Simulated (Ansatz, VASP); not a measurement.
ZnS: VASP beside Ansatz

```
Zn S
1.0
     3.80867   -0.00016    0.00000
    -1.90447    3.29852    0.00000
     0.00000    0.00000   12.46554
Zn S
4 4
Cartesian
  -0.0002 0.0001 0.0013
  0.0002 -0.0001 6.2341
  -0.0014 2.1989 3.1173
  1.9056 1.0995 9.3500
  -0.0011 0.0000 2.3341
  0.0011 0.0000 8.5668
  0.0000 2.1989 5.4547
  1.9042 1.0995 11.6875
```

Alike in both runs: functional r2SCAN; k mesh 6 × 6 × 2; occupations gaussian, width 0.05 eV; no spin polarisation.

Ansatz relaxed the structure, and its values are those at the end. VASP's run is a single point on that final structure, the one shown.

|  | VASP | Ansatz |
| --- | --- | --- |
| version | VASP 6.6.1 | Ansatz 0.2.0 |
| potentials or method | VASP PAW PBE potentials, release 64 (Zn, S), cutoff 520 eV | scalar-relativistic, plane waves, PAW |
| valence electrons in the cell | 72 | 72 |

|  | VASP | Ansatz | Ansatz less VASP |
| --- | --- | --- | --- |
| gap on the k mesh at the Fermi level (eV) | 2.75 | 2.74 | -0.010 |
| least direct gap on the mesh (eV) | 2.75 | 2.74 | -0.010 |
| pressure (GPa) | 0.0 | 0.0 | -0.01 |
| rms of the force components (eV/Å) | 0.004 | 0.000 | -0.0038 |

VASP's potentials were made for PBE, not for r2SCAN. The functional is the same, so the differences come from potentials, cutoffs and numerics.
